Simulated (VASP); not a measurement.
# Se: single point with PBE

Crystal: Se.

```xyz
6
Lattice="5.5764 0.0000 0.0000 0.0000 5.5764 0.0000 0.0000 0.0000 5.2244" Properties=species:S:1:pos:R:3 pbc="T T T"
Se    0.0000    0.0000    3.9183
Se    0.0000    0.0000    1.3061
Se    1.1359    2.7882    0.0000
Se    2.7882    1.1359    2.6122
Se    2.7882    4.4405    2.6122
Se    4.4405    2.7882    0.0000
```

* Program: VASP 6.6.1
* Task: single point
* Functional: PBE
* Potentials or basis: VASP PAW PBE potentials, release 64 (Se)
* Cutoff: 520 eV
* k mesh: 4 × 4 × 4
* Occupations: gaussian, width 0.1 eV
* Spin: no spin polarisation

```
Pressure               : 0.2 GPa
Largest force          : 0.049 eV/Å
Band gap on the k mesh : zero (band 18 reaches 2.80 eV, above the bottom of band 19 at 2.02 eV)
```

Forces on the atoms (eV/Å):
```
Se   0.000  0.000  0.000
Se   0.000  0.000  0.000
Se   0.049  0.000  0.000
Se   0.000  0.049  0.000
Se   0.000 -0.049  0.000
Se  -0.049  0.000  0.000
```

Levels at points of the mesh, in eV from the Fermi level:
```csv
k point,band 15,band 16,band 17,band 18,band 19,band 20,band 21,band 22
"(0.00, 0.00, 0.00)",-1.30,-1.30,-0.39,-0.39,0.49,0.50,0.50,4.64
"(0.50, 0.00, 0.00)",-1.10,-0.79,-0.65,-0.42,-0.19,0.61,0.70,1.08
"(0.50, 0.50, 0.00)",-2.43,-1.50,0.01,0.01,0.53,0.73,0.73,1.25
"(0.00, 0.00, 0.50)",-0.91,-0.91,-0.67,-0.67,-0.27,-0.27,0.86,0.86
"(0.50, 0.00, 0.50)",-1.98,-1.03,-1.01,-0.39,0.11,0.81,0.98,0.98
"(0.50, 0.50, 0.50)",-1.16,-1.16,-0.76,-0.76,-0.70,-0.70,0.37,0.37
```

Run time: 86 s on 1 thread of Intel(R) Xeon(R) Platinum 8175M CPU @ 2.50GHz (Skylake/Cascade Lake), on a shared host, peak memory 0.25 GiB.
